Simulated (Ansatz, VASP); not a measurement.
**One calculation of BaTiO3, two programs**

The input INCAR:

```
SYSTEM = BaTiO3
  PREC = Accurate
  ENCUT = 910
  EDIFF = 1E-6
  ISMEAR = -1
  SIGMA = 0.05
  LREAL = .FALSE.
  LASPH = .TRUE.
  NELM = 120
  ALGO = Normal
  ISIF = 2
  LWAVE = .FALSE.
  LCHARG = .FALSE.
  GGA = PE
  NBANDS = 28
  GGA_COMPAT = .FALSE.
```

File KPOINTS:

```
regular mesh
0
G
  5 5 5
  0 0 0
```

Contents of POSCAR:

```
BaTiO3
1.0
    3.9998000000     -0.0799960000      0.0000000000
   -0.0799960000      3.9998000000      0.0000000000
    0.0000000000      0.0000000000      4.0180000000
Ba Ti O
1 1 3
Direct
    0.0000000000      0.0000000000      0.0000000000
    0.5000000000      0.5000000000      0.4900000000
    0.0000000000      0.5000000000      0.5170000000
    0.5000000000      0.0000000000      0.5170000000
    0.5000000000      0.5000000000      0.0190000000
```

The input input.yaml:

```yaml
crystal:
  lattice:
    - [3.9998, -0.079996, 0.0]
    - [-0.079996, 3.9998, 0.0]
    - [0.0, 0.0, 4.018]
  atoms:
    - { symbol: Ba, position: [0.0, 0.0, 0.0] }
    - { symbol: Ti, position: [0.5, 0.5, 0.49] }
    - { symbol: O, position: [0.0, 0.5, 0.517] }
    - { symbol: O, position: [0.5, 0.0, 0.517] }
    - { symbol: O, position: [0.5, 0.5, 0.019] }
hamiltonian:
  xc: pbe
  pseudopotentials: { kind: paw }
kpoints:
  mp_grid: { grid: [5, 5, 5] }
scf:
  occupations: { method: fermi_dirac, width: 0.05 }
output:
  forces: true
  stress: true
  eigenvalues: true
```

Alike in both runs: task single point; functional PBE; k mesh 5 × 5 × 5; occupations fermi-dirac, width 0.05 eV; no spin polarisation.

|  | VASP | Ansatz |
| --- | --- | --- |
| version | VASP 6.6.1 | Ansatz 0.2.0 |
| potentials or method | VASP PAW PBE potentials, release 64 (Ba_sv, Ti_sv, O_h) | Ansatz PAW |
| plane-wave cutoff (eV) | 910 | 420 |
| valence electrons in the cell | 40 | 40 |

Ansatz gave:

| Quantity | Value |
| --- | --- |
| gap on the k mesh at the Fermi level (eV) | 1.93 |
| least direct gap on the mesh (eV) | 1.93 |
| rms of the force components (eV/Å) | 0.099 |

Task: What did VASP give for the same quantities?

Result: gap on the k mesh at the Fermi level (eV): 1.89; least direct gap on the mesh (eV): 1.91; rms of the force components (eV/Å): 0.097.

Atom by atom the forces differ by 0.012 eV/Å (rms over components). The functional is the same, so the differences come from potentials, cutoffs and numerics.

Spin-orbit coupling is off throughout. Noted on VASP's run: the cutoff is short for stress, so the pressure is rough. Noted on Ansatz's run: odd divisions of the mesh miss points on the zone boundary, where band edges often lie, so the gap on the mesh can be too wide.
